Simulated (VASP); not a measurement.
N: single point with PBE

The system is N.

```
N
1.0
     3.96097    0.00000    0.00000
     0.00000    3.96097    0.00000
     0.00000    0.00000    5.13318
N
4
Direct
  0.90241 0.90241 0.00000
  0.59759 0.40241 0.50000
  0.09759 0.09759 0.00000
  0.40241 0.59759 0.50000
```

- Program: VASP 6.6.1
- Task: single point
- Functional: PBE
- Potentials or basis: VASP PAW PBE potentials, release 64 (N)
- Cutoff: 520 eV
- k mesh: 4 × 4 × 4
- Occupations: gaussian, width 0.01 eV
- Spin: no spin polarisation

```json
{"Pressure": "5.3 GPa", "Largest force": "3.106 eV/Å", "Band gap on the k mesh": "6.80 eV (least direct gap 7.04 eV)"}
```

Forces in eV/Å, atoms in the order of the input:
```
N   -2.196 -2.196  0.000
N    2.196 -2.196  0.000
N    2.196  2.196  0.000
N   -2.196  2.196  0.000
```

Stress tensor (GPa, compression positive):
```
7.50 0.00 0.00
0.00 7.50 0.00
0.00 0.00 0.84
```

Levels at points of the mesh, in eV from the valence-band top:
```tsv
k point	band 6	band 7	band 8	band 9	band 10	band 11	band 12	band 13	band 14	band 15
(0.00, 0.00, 0.00)	-1.55	-1.55	-1.43	-1.22	-0.23	6.80	7.86	8.26	8.26	11.58
(0.50, 0.00, 0.00)	-1.81	-1.80	-1.80	-0.27	-0.27	8.03	8.03	8.03	8.03	12.43
(0.50, 0.50, 0.00)	-1.97	-1.74	-1.74	-0.05	-0.05	7.74	7.74	8.91	8.91	12.56
(0.00, 0.00, 0.50)	-2.07	-1.57	-1.57	-0.49	-0.49	7.29	7.29	8.25	8.25	12.45
(0.50, 0.00, 0.50)	-1.94	-1.55	-1.55	-0.35	-0.35	7.59	7.59	8.38	8.38	13.07
(0.50, 0.50, 0.50)	-2.05	-1.80	-1.80	0.00	0.00	7.80	7.80	8.91	8.91	13.15
```

Run time: 9.1 s on 1 thread of Intel(R) Xeon(R) 6975P-C (Granite Rapids), on a shared host, peak memory 0.17 GiB.

Caveat: the standard files for N, O and F lose accuracy on very short bonds; the cell stands under pressure; this functional lacks dispersion, which holds the molecules together, so the pressure and a relaxed volume are unreliable; forces of over 1 eV/Å act on the atoms, so gaps and moduli don't describe the material at rest. A k mesh can miss the band edges.
